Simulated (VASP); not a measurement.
# W (I4/mmm) in VASP: further runs

The runs below take W through single point, with PBE.

All numbers are computed with VASP 6.6.1; they aren't measurements. Logs are shortened: lines on timing, memory, paths and dates and some standing lists are left out, and cuts for length are marked.

**1. The cell of the first run**

Symmetry: I4/mmm, No. 139, tetragonal system. The conventional cell has a = 3.035 Å, b = 3.035 Å, c = 3.274 Å, α = 90.00°, β = 90.00°, γ = 90.00°. W (site symmetry 4/mmm) has 14 W at 2.70 to 3.27 Å within 3.6 Å.

**2. Single point, PBE (strain -0.050 along x and y, +0.025 along z)**

The input, INCAR:

```
ALGO = Normal
EDIFF = 1E-6
ENCUT = 520
GGA = PE
ISIF = 2
ISMEAR = 0
LASPH = True
LCHARG = False
LREAL = False
LWAVE = False
NBANDS = 13
NELM = 60
PREC = Accurate
SIGMA = 0.15
```

The input, KPOINTS:

```
k-points
0
Gamma
  20 20 20
```

The input, POSCAR:

```
W
1.0
   -1.5174350000      1.5174350000      1.6372325000
    1.5174350000     -1.5174350000      1.6372325000
    1.5174350000      1.5174350000     -1.6372325000
W
1
Direct
    0.0000000000      0.0000000000      0.0000000000
```

Potentials or basis: VASP PAW PBE potentials, release 64 (W_sv).

Launch:

```sh
cat potpaw_PBE.64/W_sv/POTCAR > POTCAR
mpirun -np 1 vasp_std > vasp.out
```

OUTCAR:

```text
EDIFF = 1E-6
   ENCUT = 520
   GGA = PE
   ISIF = 2
   ISMEAR = 0
   LASPH = True
   LREAL = False
   NELM = 60
   PREC = Accurate

 ion  position               nearest neighbor table
   1  0.000  0.000  0.000-

  LATTYP: Found a body centered tetragonal cell.
 ALAT       =     3.0348700000
 C/A-ratio  =     1.0789473684

  Lattice vectors:

 A1 = (  -1.5174350000,   1.5174350000,   1.6372325000)
 A2 = (   1.5174350000,  -1.5174350000,   1.6372325000)
 A3 = (   1.5174350000,   1.5174350000,  -1.6372325000)

Analysis of symmetry for initial positions (statically):
=====================================================================
 Subroutine PRICEL returns:
 Original cell was already a primitive cell.

 Routine SETGRP: Setting up the symmetry group for a
 body centered tetragonal supercell.

 Subroutine GETGRP returns: Found 16 space group operations
 (whereof 16 operations were pure point group operations)
 out of a pool of 16 trial point group operations.

The static configuration has the point symmetry D_4h.

Analysis of symmetry for dynamics (positions and initial velocities):
=====================================================================
 Subroutine PRICEL returns:
 Original cell was already a primitive cell.

 Routine SETGRP: Setting up the symmetry group for a
 body centered tetragonal supercell.

 Subroutine GETGRP returns: Found 16 space group operations
 (whereof 16 operations were pure point group operations)
 out of a pool of 16 trial point group operations.

The dynamic configuration has the point symmetry D_4h.

 Subroutine INISYM returns: Found 16 space group operations
 (whereof 16 operations are pure point group operations),
 and found     1 'primitive' translations

----------------------------------------------------------------------------------------

                                     Primitive cell

  volume of cell :      15.0796

  direct lattice vectors                    reciprocal lattice vectors
    -1.517435000  1.517435000  1.637232500     0.000000000  0.329503405  0.305393400
     1.517435000 -1.517435000  1.637232500     0.329503405  0.000000000  0.305393400
     1.517435000  1.517435000 -1.637232500     0.329503405  0.329503405  0.000000000

  length of vectors
     2.699212518  2.699212518  2.699212518     0.449263423  0.449263423  0.465988185

  position of ions in fractional coordinates (direct lattice)
     0.000000000  0.000000000  0.000000000

  ion indices of the primitive-cell ions
   primitive index   ion index
                 1           1

----------------------------------------------------------------------------------------

 KPOINTS: k-points

Automatic generation of k-mesh.
 Grid dimensions read from file:
 generate k-points for:   20   20   20

 Generating k-lattice:

  Cartesian coordinates                     Fractional coordinates (reciprocal lattice)
     0.000000000  0.016475170  0.015269670     0.050000000 -0.000000000  0.000000000
     0.016475170  0.000000000  0.015269670    -0.000000000  0.050000000  0.000000000
     0.016475170  0.016475170  0.000000000     0.000000000  0.000000000  0.050000000

  Length of vectors
     0.022463171  0.022463171  0.023299409

  Shift w.r.t. Gamma in fractional coordinates (k-lattice)
     0.000000000  0.000000000  0.000000000

 Subroutine IBZKPT returns following result:
 ===========================================

 Found    641 irreducible k-points:

 Following reciprocal coordinates:
            Coordinates               Weight
  0.000000  0.000000  0.000000      1.000000
  0.050000 -0.000000  0.000000      8.000000
  0.100000 -0.000000  0.000000      8.000000
  0.150000 -0.000000  0.000000      8.000000
  0.200000 -0.000000  0.000000      8.000000
  0.250000 -0.000000  0.000000      8.000000
[... 16 lines left out ...]
 -0.400000  0.050000 -0.000000     16.000000
 -0.350000  0.050000 -0.000000     16.000000
 [... further k-points ...]
   k-points           NKPTS =    641   k-points in BZ     NKDIM =    641   number of bands    NBANDS=     13
   number of dos      NEDOS =    301   number of ions     NIONS =      1
   total plane-waves  NPLWV =   8000
   dimension x,y,z NGX =    20 NGY =   20 NGZ =   20
   dimension x,y,z NGXF=    40 NGYF=   40 NGZF=   40
   ions per type =               1
   NGX,Y,Z   is equivalent  to a cutoff of  12.32, 12.32, 12.32 a.u.
   NGXF,Y,Z  is equivalent  to a cutoff of  24.64, 24.64, 24.64 a.u.
 SYSTEM =  unknown system
   PREC   = accura    normal or accurate (medium, high low for compatibility)
   ISTART =      0    job   : 0-new  1-cont  2-samecut
   ICHARG =      2    charge: 1-file 2-atom 10-const
   ISPIN  =      1    spin polarized calculation?
   LNONCOLLINEAR =      F non collinear calculations
   LSORBIT =      F    spin-orbit coupling
   LASPH  =      T    aspherical Exc in radial PAW
   ENCUT  =  520.0 eV  38.22 Ry    6.18 a.u.   5.02  5.02  5.02*2*pi/ulx,y,z
   NELM   =     60;   NELMIN=  2; NELMDL= -5     # of ELM steps
   EDIFF  = 0.1E-05   stopping-criterion for ELM
   LREAL  =      F    real-space projection
   EDIFFG = 0.1E-04   stopping-criterion for IOM
   NSW    =      0    number of steps for IOM
   IBRION =     -1    ionic relax: 0-MD 1-quasi-New 2-CG
   NFREE  =      0    steps in history (QN), initial steepest desc. (CG)
   ISIF   =      2    stress and relaxation
   ISYM   =      2    0-nonsym 1-usesym 2-fastsym
   POTIM  = 0.5000    time-step for ionic-motion
   TEBEG  =    0.0;   TEEND  =   0.0 temperature during run
   PSTRESS=    0.0 pullay stress
   NELECT =      14.0000    total number of electrons
   NUPDOWN=      -1.0000    fix difference up-down
   EMIN   =  10.00;   EMAX   =-10.00  energy-range for DOS
   EFERMI =   0.00;   METHOD = LEGACY
   ISMEAR =     0;   SIGMA  =   0.15  broadening in eV -4-tet -1-fermi 0-gaus
   EFERMI_NEDOS =   21; number of points for ismear=-14 and -15
   IALGO  =     38    algorithm
   IMIX   =      4    mixing-type and parameters
     AMIX     =   0.40;   BMIX     =  1.00
     AMIX_MAG =   1.60;   BMIX_MAG =  1.00
  volume/ion in A,a.u.               =      15.08       101.76
  Fermi-wavevector in a.u.,A,eV,Ry     =   1.597058  3.018002 34.702937  2.550594
  Thomas-Fermi vector in A             =   2.694724
   LORBIT       =      0    0 simple, 1 ext, 2 COOP (PROOUT), +10 PAW based schemes
   GGA     = PE    functional components
   LHFCALC =     F    Hartree Fock is set to
   AEXX    =    0.0000 exact exchange contribution
   IVDW    =     0    specifies the selected vdW correction
   LEPSILON=     F    determine dielectric tensor
   LRPA    =     F    only Hartree local field effects (RPA)
 non-spin polarized calculation
 Gauss-broadening in eV      SIGMA  =   0.15
  energy-cutoff  :      520.00
  volume of cell :       15.08
 maximum number of plane-waves:       420
   NGX = 11   NGY = 11   NGZ = 11

 number of electron      14.0000004 magnetization

 Free energy of the ion-electron system (eV)
  ---------------------------------------------------
  ext. energy  EPLUGINS =         0.00000000
  ---------------------------------------------------
  free energy    TOTEN  =       -12.81751309 eV

  energy without entropy =      -12.81238582  energy(sigma->0) =      -12.81494945

 E-fermi :  12.2133     XC(G=0): -13.9248

 val. band max:       12.2107188524   @ k =  -0.2500  -0.3000   0.2500
 cond. band min:      12.2161346073   @ k =  -0.4000   0.4000   0.3000
 fundamental gap:      0.0054157549
 Fermi energy:        12.2132582693

 k-point     1 :       0.0000    0.0000    0.0000
  band No.  band energies     occupation
      1     -61.9328      2.00000
      2     -25.4265      2.00000
      3     -25.4084      2.00000
      4     -25.4084      2.00000
      5       2.2708      2.00000
      6      10.5942      2.00000
      7      10.5942      2.00000
      8      11.6096      2.00000
      9      13.8021      0.00000
     10      15.1743      0.00000
     11      25.9092      0.00000
     12      27.3770      0.00000
     13      27.3770      0.00000

 k-point     2 :       0.0500   -0.0000    0.0000
  band No.  band energies     occupation
      1     -61.9288      2.00000
      2     -25.4597      2.00000
      3     -25.4199      2.00000
      4     -25.4161      2.00000
      5       2.3974      2.00000
      6      10.5833      2.00000
      7      10.6232      2.00000
      8      11.6258      2.00000
      9      13.7213      0.00000
     10      15.1177      0.00000
     11      26.1465      0.00000
     12      27.5616      0.00000
     13      27.5889      0.00000

 k-point     3 :       0.1000   -0.0000    0.0000
  band No.  band energies     occupation
      1     -61.9172      2.00000
      2     -25.5757      2.00000
      3     -25.4528      2.00000
      4     -25.4175      2.00000
      5       2.7647      2.00000
      6      10.5320      2.00000
      7      10.6121      2.00000
      8      11.7839      1.99995
      9      13.5290      0.00000
     10      14.9949      0.00000
     11      26.7105      0.00000
     12      28.0951      0.00000
     13      28.2088      0.00000
[... 305 lines left out ...]
 k-point    23 :      -0.4000    0.0500   -0.0000
  band No.  band energies     occupation
      1     -61.7908      2.00000
      2     -26.7338      2.00000
      3     -25.8017      2.00000
      4     -25.4382      2.00000
      5       5.6950      2.00000
      6       9.0401      2.00000
      7      11.0916      2.00000
      8      13.7372      0.00000
      9      15.5331      0.00000
     10      16.9534      0.00000
     11      24.8994      0.00000
     12      25.6915      0.00000
     13      32.6813      0.00000

 k-point    24 :      -0.3500    0.0500   -0.0000
  band No.  band energies     occupation
      1     -61.8113      2.00000
      2     -26.5572      2.00000
      3     -25.7436      2.00000
      4     -25.4391      2.00000
      5       5.5439      2.00000
      6       9.2863      2.00000
      7      10.4134      2.00000
      8      13.5759      0.00000
      9      15.2987      0.00000
     10      15.7722      0.00000
     11      25.7193      0.00000
     12      27.0928      0.00000
     13      34.1557      0.00000

 [... further k-points ...]

------------------------ aborting loop because EDIFF is reached ----------------------------------------

  FORCE on cell =-STRESS in cart. coord.  units (eV):
  Direction    XX          YY          ZZ          XY          YZ          ZX
  --------------------------------------------------------------------------------------
  -------------------------------------------------------------------------------------
  Total        3.1661023      3.1661023      0.7952658      0.0000000      0.0000000     -0.0000000
  in kB      336.3914776    336.3914776     84.4952628      0.0000000      0.0000000     -0.0000000
  external PRESSURE =     252.4260726 kB  Pullay stress =       0.0000000 kB

 VOLUME and BASIS-vectors are now :
 -----------------------------------------------------------------------------
  energy-cutoff  :      520.00
  volume of cell :       15.08
      direct lattice vectors                 reciprocal lattice vectors
    -1.517435000  1.517435000  1.637232500     0.000000000  0.329503405  0.305393400
     1.517435000 -1.517435000  1.637232500     0.329503405  0.000000000  0.305393400
     1.517435000  1.517435000 -1.637232500     0.329503405  0.329503405  0.000000000

 POSITION                                       TOTAL-FORCE (eV/Angst)
 -----------------------------------------------------------------------------------
      0.00000      0.00000      0.00000         0.000000      0.000000      0.000000
 -----------------------------------------------------------------------------------
    total drift:                                0.000000     -0.000000      0.000000

  FREE ENERGIE OF THE ION-ELECTRON SYSTEM (eV)
  ---------------------------------------------------
  free  energy   TOTEN  =       -12.8175130866 eV

  energy  without entropy=      -12.8123858198  energy(sigma->0) =      -12.81494945
```

Wall time 43 s (1 thread of Intel Xeon Platinum 8488C (Sapphire Rapids), shared host); peak memory 0.22 GiB.

Results:

* Free energy: -12.8175 eV
* Pressure: 25.2 GPa
* Band gap on the k mesh: zero (bands 7 and 8 overlap by 6.21 eV)

Levels at points of the mesh, in eV from the Fermi level:
| k point | band 3 | band 4 | band 5 | band 6 | band 7 | band 8 | band 9 | band 10 | band 11 | band 12 |
| --- | --- | --- | --- | --- | --- | --- | --- | --- | --- | --- |
| (0.00, 0.00, 0.00) | -37.62 | -37.62 | -9.94 | -1.62 | -1.62 | -0.60 | 1.59 | 2.96 | 13.70 | 15.16 |
| (0.50, 0.00, 0.00) | -38.07 | -37.63 | -6.64 | -3.45 | 0.65 | 1.46 | 3.47 | 6.42 | 11.67 | 11.69 |
| (0.50, 0.50, 0.00) | -38.18 | -37.70 | -6.65 | -4.51 | 1.28 | 3.21 | 3.83 | 6.72 | 11.46 | 12.34 |
| (0.50, 0.50, 0.50) | -38.59 | -38.59 | -6.40 | -6.15 | 5.29 | 5.64 | 5.64 | 7.28 | 9.34 | 9.34 |

Caveat: the cell differs from its parent crystal (strain -0.050 along x and y, +0.025 along z); the stress differs along the axes, from 8 to 34 GPa; spin-orbit coupling is left out, which moves the levels of the heavy elements.

**3. Single point, PBE (strain -0.050 along x and y, +0.050 along z)**

Changes to INCAR since step 2:

```diff
@@ -1,2 +1,2 @@
-ALGO = Normal
+ALGO = Fast
 EDIFF = 1E-6
```

KPOINTS is that of step 2.

The input, POSCAR:

```
W
1.0
   -1.5174350000      1.5174350000      1.6771650000
    1.5174350000     -1.5174350000      1.6771650000
    1.5174350000      1.5174350000     -1.6771650000
W
1
Direct
    0.0000000000      0.0000000000      0.0000000000
```

Potentials or basis: VASP PAW PBE potentials, release 64 (W_sv).

Launch:

```sh
cat potpaw_PBE.64/W_sv/POTCAR > POTCAR
mpirun -np 1 vasp_std > vasp.out
```

It took 55 s on 1 thread of Intel Xeon Platinum 8488C (Sapphire Rapids), shared host; peak memory 0.22 GiB.

The run converged. Its results:

* Free energy: -12.8238 eV
* Pressure: 16.5 GPa
* Band gap on the k mesh: zero (bands 7 and 8 overlap by 6.06 eV)

Stress tensor (GPa, compression positive):
```
26.19  0.00  0.00
 0.00 26.19  0.00
 0.00  0.00 -2.75
```

Levels at points of the mesh, in eV from the Fermi level:
| k point | band 4 | band 5 | band 6 | band 7 | band 8 | band 9 | band 10 | band 11 |
| --- | --- | --- | --- | --- | --- | --- | --- | --- |
| (0.00, 0.00, 0.00) | -37.68 | -9.80 | -1.60 | -1.60 | -0.33 | 1.33 | 3.02 | 13.44 |
| (0.50, 0.00, 0.00) | -37.69 | -6.47 | -3.18 | 0.53 | 1.13 | 3.50 | 6.13 | 11.20 |
| (0.50, 0.50, 0.00) | -37.78 | -6.47 | -4.53 | 1.32 | 3.39 | 3.88 | 6.53 | 11.37 |
| (0.50, 0.50, 0.50) | -38.55 | -6.21 | -5.90 | 5.08 | 5.51 | 5.51 | 6.68 | 9.36 |

Caveat: the cell differs from its parent crystal (strain -0.050 along x and y, +0.050 along z); the stress differs along the axes, from -3 to 26 GPa; spin-orbit coupling is left out, which moves the levels of the heavy elements.
